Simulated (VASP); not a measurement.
# Mn (P6_3/mmc) in VASP: further runs

Mn is run at these levels: PBEsol, PBE; tasks: relaxation of cell and atoms, single point.

Program: VASP 6.6.1. These are calculated values, not measurements. Logs are shortened: lines on timing, memory, paths and dates and some standing lists are left out, and cuts for length are marked.

### 1 The cell of the first run

It takes space group P6_3/mmc (No. 194, hexagonal). Conventional cell: a = 2.484 Å, b = 2.484 Å, c = 4.026 Å, α = 90.00°, β = 90.00°, γ = 120.00°. Within 3.3 Å of Mn (site symmetry -6m2) lie 12 Mn at 2.47 to 2.48 Å.

### 2 Relaxation of cell and atoms, PBEsol, collinear spin, ferromagnetic start, target pressure 10 GPa, at which the enthalpy is minimised

Input file INCAR:

```
PREC = Accurate
ENCUT = 600
EDIFF = 1E-7
ISMEAR = -1
SIGMA = 0.05
LREAL = F
LASPH = T
NELM = 150
ALGO = Normal
ISIF = 3
LWAVE = F
LCHARG = F
ISPIN = 2
MAGMOM = 4 4
LORBIT = 11
LMAXMIX = 4
GGA = PS
IBRION = 2
NSW = 80
EDIFFG = -0.005
PSTRESS = 100.0
```

Input file KPOINTS:

```
regular mesh
0
Gamma
  12 12 7
```

Input file POSCAR:

```
Mn
1.0
    2.4836457705      0.0000000000      0.0000000000
   -1.2418228853      2.1509003313      0.0000000000
    0.0000000000      0.0000000000      4.0261950000
Mn
2
Direct
    0.3333333333      0.6666666667      0.2500000000
    0.6666666667      0.3333333333      0.7500000000
```

Potentials or basis: VASP PAW PBE potentials, release 64 (Mn_pv).

Run with:

```bash
> cat potpaw_PBE.64/Mn_pv/POTCAR > POTCAR
> mpirun -np 1 vasp_std > vasp.out
```

OUTCAR:

```text
PREC = Accurate
   ENCUT = 600
   EDIFF = 1E-7
   ISMEAR = -1
   LREAL = F
   LASPH = T
   NELM = 150
   ISIF = 3
   ISPIN = 2
   LORBIT = 11
   GGA = PS
   IBRION = 2
   NSW = 80
   EDIFFG = -0.005
   PSTRESS = 100.0

 ion  position               nearest neighbor table
   1  0.333  0.667  0.250-   2 2.47   2 2.47   2 2.47   2 2.47   2 2.47   2 2.47
   2  0.667  0.333  0.750-   1 2.47   1 2.47   1 2.47   1 2.47   1 2.47   1 2.47

  LATTYP: Found a hexagonal cell.
 ALAT       =     2.4836457705
 C/A-ratio  =     1.6210826229

  Lattice vectors:

 A1 = (   2.4836457705,   0.0000000000,   0.0000000000)
 A2 = (  -1.2418228853,   2.1509003313,   0.0000000000)
 A3 = (   0.0000000000,   0.0000000000,   4.0261950000)

Analysis of symmetry for initial positions (statically):
=====================================================================
 Subroutine PRICEL returns:
 Original cell was already a primitive cell.

 Routine SETGRP: Setting up the symmetry group for a
 hexagonal supercell.

 Subroutine GETGRP returns: Found 24 space group operations
 (whereof 12 operations were pure point group operations)
 out of a pool of 24 trial point group operations.

The static configuration has the point symmetry D_3d.
 The point group associated with its full space group is D_6h.

Analysis of symmetry for dynamics (positions and initial velocities):
=====================================================================
 Subroutine PRICEL returns:
 Original cell was already a primitive cell.

 Routine SETGRP: Setting up the symmetry group for a
 hexagonal supercell.

 Subroutine GETGRP returns: Found 24 space group operations
 (whereof 12 operations were pure point group operations)
 out of a pool of 24 trial point group operations.

The dynamic configuration has the point symmetry D_3d.
 The point group associated with its full space group is D_6h.

Analysis of structural, dynamic, and magnetic symmetry:
=====================================================================
 Subroutine PRICEL returns:
 Original cell was already a primitive cell.

 Routine SETGRP: Setting up the symmetry group for a
 hexagonal supercell.

 Subroutine GETGRP returns: Found 24 space group operations
 (whereof 12 operations were pure point group operations)
 out of a pool of 24 trial point group operations.

The overall configuration has the point symmetry D_3d.
 The point group associated with its full space group is D_6h.

 Subroutine INISYM returns: Found 24 space group operations
 (whereof 12 operations are pure point group operations),
 and found     1 'primitive' translations

----------------------------------------------------------------------------------------

                                     Primitive cell

  volume of cell :      21.5082

  direct lattice vectors                    reciprocal lattice vectors
     2.483645770  0.000000000  0.000000000     0.402633907  0.232460795  0.000000000
    -1.241822885  2.150900331  0.000000000     0.000000000  0.464921589  0.000000000
     0.000000000  0.000000000  4.026195000     0.000000000  0.000000000  0.248373464

  length of vectors
     2.483645770  2.483645771  4.026195000     0.464921589  0.464921589  0.248373464

  position of ions in fractional coordinates (direct lattice)
     0.333333333  0.666666667  0.250000000
     0.666666667  0.333333333  0.750000000

  ion indices of the primitive-cell ions
   primitive index   ion index
                 1           1
                 2           2

----------------------------------------------------------------------------------------

 KPOINTS: regular mesh

Automatic generation of k-mesh.
 Grid dimensions read from file:
 generate k-points for:   12   12    7

 Generating k-lattice:

  Cartesian coordinates                     Fractional coordinates (reciprocal lattice)
     0.033552826  0.019371733  0.000000000     0.083333333  0.000000000  0.000000000
     0.000000000  0.038743466  0.000000000     0.000000000  0.083333333  0.000000000
     0.000000000  0.000000000  0.035481923     0.000000000  0.000000000  0.142857143

  Length of vectors
     0.038743466  0.038743466  0.035481923

  Shift w.r.t. Gamma in fractional coordinates (k-lattice)
     0.000000000  0.000000000  0.000000000

 Subroutine IBZKPT returns following result:
 ===========================================

 Found     76 irreducible k-points:

 Following reciprocal coordinates:
            Coordinates               Weight
  0.000000  0.000000  0.000000      1.000000
  0.083333 -0.000000  0.000000      6.000000
  0.166667  0.000000  0.000000      6.000000
  0.250000  0.000000  0.000000      6.000000
  0.333333  0.000000  0.000000      6.000000
  0.416667  0.000000  0.000000      6.000000
[... 16 lines left out ...]
  0.250000  0.000000  0.142857     12.000000
  0.333333  0.000000  0.142857     12.000000
 [... further k-points ...]
   k-points           NKPTS =     76   k-points in BZ     NKDIM =     76   number of bands    NBANDS=     21
   number of dos      NEDOS =    301   number of ions     NIONS =      2
   total plane-waves  NPLWV =  12800
   dimension x,y,z NGX =    20 NGY =   20 NGZ =   32
   dimension x,y,z NGXF=    40 NGYF=   40 NGZF=   64
   ions per type =               2
   NGX,Y,Z   is equivalent  to a cutoff of  13.39, 13.39, 13.21 a.u.
   NGXF,Y,Z  is equivalent  to a cutoff of  26.77, 26.77, 26.43 a.u.
 SYSTEM =  unknown system
   PREC   = accura    normal or accurate (medium, high low for compatibility)
   ISTART =      0    job   : 0-new  1-cont  2-samecut
   ICHARG =      2    charge: 1-file 2-atom 10-const
   ISPIN  =      2    spin polarized calculation?
   LNONCOLLINEAR =      F non collinear calculations
   LSORBIT =      F    spin-orbit coupling
   LASPH  =      T    aspherical Exc in radial PAW
   ENCUT  =  600.0 eV  44.10 Ry    6.64 a.u.   4.96  4.96  8.04*2*pi/ulx,y,z
   NELM   =    150;   NELMIN=  2; NELMDL= -5     # of ELM steps
   EDIFF  = 0.1E-06   stopping-criterion for ELM
   LREAL  =      F    real-space projection
   EDIFFG = -.5E-02   stopping-criterion for IOM
   NSW    =     80    number of steps for IOM
   IBRION =      2    ionic relax: 0-MD 1-quasi-New 2-CG
   NFREE  =      1    steps in history (QN), initial steepest desc. (CG)
   ISIF   =      3    stress and relaxation
   ISYM   =      2    0-nonsym 1-usesym 2-fastsym
   POTIM  = 0.5000    time-step for ionic-motion
   TEBEG  =    0.0;   TEEND  =   0.0 temperature during run
   PSTRESS=  100.0 pullay stress
   NELECT =      26.0000    total number of electrons
   NUPDOWN=      -1.0000    fix difference up-down
   EMIN   =  10.00;   EMAX   =-10.00  energy-range for DOS
   EFERMI =   0.00;   METHOD = LEGACY
   ISMEAR =    -1;   SIGMA  =   0.05  broadening in eV -4-tet -1-fermi 0-gaus
   EFERMI_NEDOS =   21; number of points for ismear=-14 and -15
   IALGO  =     38    algorithm
   IMIX   =      4    mixing-type and parameters
     AMIX     =   0.40;   BMIX     =  1.00
     AMIX_MAG =   1.60;   BMIX_MAG =  1.00
  volume/ion in A,a.u.               =      10.75        72.57
  Fermi-wavevector in a.u.,A,eV,Ry     =   1.743938  3.295565 41.379665  3.041320
  Thomas-Fermi vector in A             =   2.815914
   LORBIT       =     11    0 simple, 1 ext, 2 COOP (PROOUT), +10 PAW based schemes
   GGA     = PS    functional components
   LHFCALC =     F    Hartree Fock is set to
   AEXX    =    0.0000 exact exchange contribution
   IVDW    =     0    specifies the selected vdW correction
   LEPSILON=     F    determine dielectric tensor
   LRPA    =     F    only Hartree local field effects (RPA)
 conjugate gradient relaxation of ions
 spin polarized calculation
  energy-cutoff  :      600.00
  volume of cell :       21.51
 maximum number of plane-waves:       744
 NGX is ok and might be reduce to    20
   NGX =  9   NGY =  9   NGZ = 17

--------------------------------------- Ionic step        1  -------------------------------------------

 number of electron      26.0000022 magnetization      -0.0004790

 number of electron      26.0000022 magnetization       0.0000020

 Free energy of the ion-electron system (eV)
  ---------------------------------------------------
  ext. energy  EPLUGINS =         0.00000000
  ---------------------------------------------------
  free energy    TOTEN  =       -19.39255640 eV

  energy without entropy =      -19.37046596  energy(sigma->0) =      -19.38151118

------------------------ aborting loop because EDIFF is reached ----------------------------------------

  FORCE on cell =-STRESS in cart. coord.  units (eV):
  Direction    XX          YY          ZZ          XY          YZ          ZX
  --------------------------------------------------------------------------------------
  -------------------------------------------------------------------------------------
  Total       -1.5444831     -1.5444831     -1.6251216      0.0000000      0.0000000      0.0000000
  in kB     -115.0506299   -115.0506299   -121.0574976      0.0000000      0.0000000      0.0000000
  external PRESSURE =    -217.0529192 kB  Pullay stress =     100.0000000 kB
[... 305 lines left out ...]
--------------------------------------- Ionic step        9  -------------------------------------------

 number of electron      25.9999985 magnetization       0.0000000

 number of electron      25.9999985 magnetization      -0.0000001

 Free energy of the ion-electron system (eV)
  ---------------------------------------------------
  ext. energy  EPLUGINS =         0.00000000
  ---------------------------------------------------
  free energy    TOTEN  =       -19.40691199 eV

  energy without entropy =      -19.38677402  energy(sigma->0) =      -19.39684300

 E-fermi :  11.2212     XC(G=0): -14.6270

 val. band max:       11.2096996826   @ k =   0.2500   0.0000   0.4286
 cond. band min:      11.2212824396   @ k =   0.4167   0.1667   0.2857
 fundamental gap:      0.0115827570
 Fermi energy:        11.2212498311

 spin component 1

 k-point     1 :       0.0000    0.0000    0.0000
  band No.  band energies     occupation
      1     -37.0304      1.00000
      2     -36.1876      1.00000
      3     -36.1876      1.00000
      4     -36.0570      1.00000
      5     -36.0570      1.00000
      6     -36.0450      1.00000
[... 550 lines left out ...]
      5     -36.1805      1.00000
      6     -36.1542      1.00000
[... 13 lines left out ...]
     20      24.5271      0.00000
     21      29.2119      0.00000

 [... further k-points ...]

 spin component 2

 k-point     1 :       0.0000    0.0000    0.0000
  band No.  band energies     occupation
      1     -37.0304      1.00000
      2     -36.1876      1.00000
      3     -36.1876      1.00000
      4     -36.0570      1.00000
      5     -36.0570      1.00000
      6     -36.0450      1.00000
[... 550 lines left out ...]
      5     -36.1805      1.00000
      6     -36.1542      1.00000
[... 13 lines left out ...]
     20      24.5271      0.00000
     21      29.2119      0.00000

 [... further k-points ...]
[... 5 lines left out ...]
  --------------------------------------------------------------------------------------
  -------------------------------------------------------------------------------------
  Total        1.2537996      1.2537996      1.2538581     -0.0000000      0.0000000      0.0000000
  in kB      100.3322290    100.3322290    100.3369042     -0.0000000      0.0000000      0.0000000
  external PRESSURE =       0.3337874 kB  Pullay stress =     100.0000000 kB
[... 17 lines left out ...]
  FREE ENERGIE OF THE ION-ELECTRON SYSTEM (eV)
  ---------------------------------------------------
  free  energy   TOTEN  =       -19.4069119850 eV

  energy  without entropy=      -19.3867740172  energy(sigma->0) =      -19.39684300

  enthalpy is  TOTEN    =       -18.1572640408 eV   P V=        1.2496479442

 reached required accuracy - stopping structural energy minimisation

 total charge

# of ion       s       p       d       tot
------------------------------------------
    1        0.459   6.455   5.231  12.145
    2        0.459   6.455   5.231  12.145
--------------------------------------------------
tot          0.919  12.909  10.463  24.291

 magnetization (x)

# of ion       s       p       d       tot
------------------------------------------
    1        0.000   0.000   0.000   0.000
    2        0.000   0.000   0.000   0.000
--------------------------------------------------
tot          0.000   0.000   0.000   0.000
```

Run time: 2.6 min. Hardware: 1 thread of Intel Xeon 6975P-C (Granite Rapids), shared host; peak memory 0.2 GiB.

Results:

```yaml
Free_energy: -19.4069 eV
Relaxed_volume: 10.01 Å³/atom
Relaxed_cell: a = 2.426 Å, b = 2.426 Å, c = 3.927 Å, α = 90.00°, β = 90.00°, γ = 120.00°
Space_group_after_relaxing_to_0.05_Å: P6_3/mmc (No. 194)
Energy_change_on_relaxing_the_enthalpy_is_what_falls: -7.2 meV/atom
Ionic_steps: 9
Pressure_after_relaxing: 10.0 GPa
Band_gap_on_the_k_mesh: zero (filled and empty bands overlap)
Net_moment: 0.00 μB per cell
Valence_electrons_inside_the_program's_atomic_spheres: Mn 12.14
```

Step by step:
| step | energy change (eV) | largest force (eV/Å) | pressure (GPa) | volume (Å³) |
| --- | --- | --- | --- | --- |
| 1 | 0.0000 | 0.0000 | -11.71 | 21.51 |
| 2 | 0.6915 | 0.0000 | 81.18 | 17.28 |
| 3 | -0.0187 | 0.0000 | 8.73 | 20.10 |
| 4 | -0.0152 | 0.0000 | 9.79 | 20.04 |
| 5 | -0.0134 | 0.0000 | 10.29 | 20.01 |
| 6 | -0.0163 | 0.0000 | 9.53 | 20.05 |
| 7 | -0.0146 | 0.0000 | 9.92 | 20.03 |
| 8 | -0.0146 | 0.0000 | 9.97 | 20.03 |
| 9 | -0.0144 | 0.0000 | 10.03 | 20.02 |

Final structure:
```
Mn
1.0
     2.42632    0.00000    0.00000
    -1.21316    2.10126    0.00000
     0.00000    0.00000    3.92709
Mn
2
Direct
  0.33333 0.66667 0.25000
  0.66667 0.33333 0.75000
```

Caveat: the starting moments collapsed, and a magnetic state may lie lower; the cell is relaxed towards a set pressure, so the enthalpy falls and the energy may rise; the PAW data sets were made with another functional, which shifts forces and pressure a little.

### 3 Relaxation of cell and atoms, PBEsol, collinear spin, ferromagnetic start, target pressure 20 GPa, at which the enthalpy is minimised

INCAR: that of step 2 with these lines changed.

```diff
@@ -20,2 +20,2 @@
 EDIFFG = -0.005
-PSTRESS = 100.0
+PSTRESS = 200.0
```

Input file KPOINTS:

```
Automatic mesh
0
Gamma
  12 12 7
```

POSCAR is that of step 2.

Potentials or basis: VASP PAW PBE potentials, release 64 (Mn_pv).

Run with:

```bash
> cat potpaw_PBE.64/Mn_pv/POTCAR > POTCAR
> mpirun -np 1 vasp_std > vasp.out
```

Run time: 2.2 min. Hardware: 1 thread of Intel Xeon 6975P-C (Granite Rapids), shared host; peak memory 0.19 GiB.

Results (log left out):

| Property | Result |
| --- | --- |
| Free energy | -19.3580 eV |
| Relaxed volume | 9.75 Å³/atom |
| Relaxed cell | a = 2.405 Å, b = 2.405 Å, c = 3.892 Å, α = 90.00°, β = 90.00°, γ = 120.00° |
| Space group after relaxing (to 0.05 Å) | P6_3/mmc (No. 194) |
| Energy change on relaxing (the enthalpy is what falls) | +17.3 meV/atom |
| Ionic steps | 7 |
| Pressure after relaxing | 20.0 GPa |
| Band gap on the k mesh | zero (filled and empty bands overlap) |
| Net moment | 0.00 μB per cell |
| Valence electrons inside the program's atomic spheres | Mn 12.21 |

The path:
```csv
step,energy change (eV),largest force (eV/Å),pressure (GPa),volume (Å³)
1,0.0000,0.0000,-11.71,21.51
2,1.9865,0.0000,163.40,15.54
3,0.0163,0.0000,16.83,19.65
4,0.0298,0.0000,19.22,19.53
5,0.0346,0.0000,20.00,19.50
6,0.0345,0.0000,20.00,19.50
7,0.0345,0.0000,20.00,19.50
```

Final structure:
```xyz
2
Lattice="2.4050 0.0000 0.0000 -1.2025 2.0828 0.0000 0.0000 0.0000 3.8921" Properties=species:S:1:pos:R:3 pbc="T T T"
Mn    0.0000    1.3885    0.9730
Mn    1.2025    0.6943    2.9191
```

Levels at points of the mesh, in eV from the Fermi level:
Spin up:
```csv
k point,band 10,band 11,band 12,band 13,band 14,band 15,band 16,band 17
"(0.00, 0.00, 0.00)",-1.11,-1.11,-0.56,-0.56,0.04,0.04,0.91,1.85
"(0.50, 0.00, 0.00)",-1.40,-1.35,-1.05,-0.46,2.10,2.27,2.35,4.09
```
Spin down:
```
           k point  band 11  band 12  band 13  band 14  band 15  band 16
(0.00, 0.00, 0.00)    -1.11    -0.56    -0.56     0.04     0.04     0.91
(0.50, 0.00, 0.00)    -1.35    -1.05    -0.46     2.10     2.27     2.35
```

Caveat: the starting moments collapsed, and a magnetic state may lie lower; the cell is relaxed towards a set pressure, so the enthalpy falls and the energy may rise; the PAW data sets were made with another functional, which shifts forces and pressure a little.

### 4 Single point, PBE, non-collinear spin, typed start

Input file INCAR:

```
SYSTEM = Mn
PREC = Accurate ; ENCUT = 520
EDIFF = 1E-7 ; ISMEAR = -1
SIGMA = 0.05 ; LREAL = .FALSE.
LASPH = .TRUE. ; NELM = 150
ALGO = Normal ; ISIF = 2
LWAVE = .FALSE. ; LCHARG = .TRUE.
LNONCOLLINEAR = .TRUE. ; MAGMOM = 0.92 -0.926 0.254 0.179 0.491 1.353
LORBIT = 11 ; LMAXMIX = 4
GGA = PE ; LVHAR = .TRUE.
NBANDS = 38
```

Input file KPOINTS:

```
Automatic mesh
0
G
  9 9 5
  0 0 0
```

POSCAR is that of step 3.

Run with:

```bash
> cat potpaw_PBE.64/Mn_pv/POTCAR > POTCAR
> mpirun -np 1 vasp_ncl > vasp.out
```

It took 21 min on 1 thread of Intel Xeon Platinum 8488C (Sapphire Rapids), shared host; peak memory 0.51 GiB.

It converged, with:

- Free energy: -17.8949 eV
- Pressure: -0.4 GPa
- Band gap on the k mesh: zero (band 26 reaches 11.07 eV, above the bottom of band 27 at 9.48 eV)
- Net moment: 0.00 μB per cell
- Valence electrons inside the program's atomic spheres: Mn 11.98

Stress tensor (GPa, compression positive):
```
 0.01  0.00  0.00
 0.00  0.01  0.00
 0.00  0.00 -1.09
```

Levels at points of the mesh, in eV from the Fermi level:
```
           k point  band 24  band 25  band 26  band 27  band 28  band 29
(0.00, 0.00, 0.00)    -0.41    -0.41    -0.41     0.04     0.04     0.04
```

Moments on the atoms (μB; x, y, z):
```
Mn   0.15 -0.29 -0.23
Mn  -0.15  0.29  0.23
```
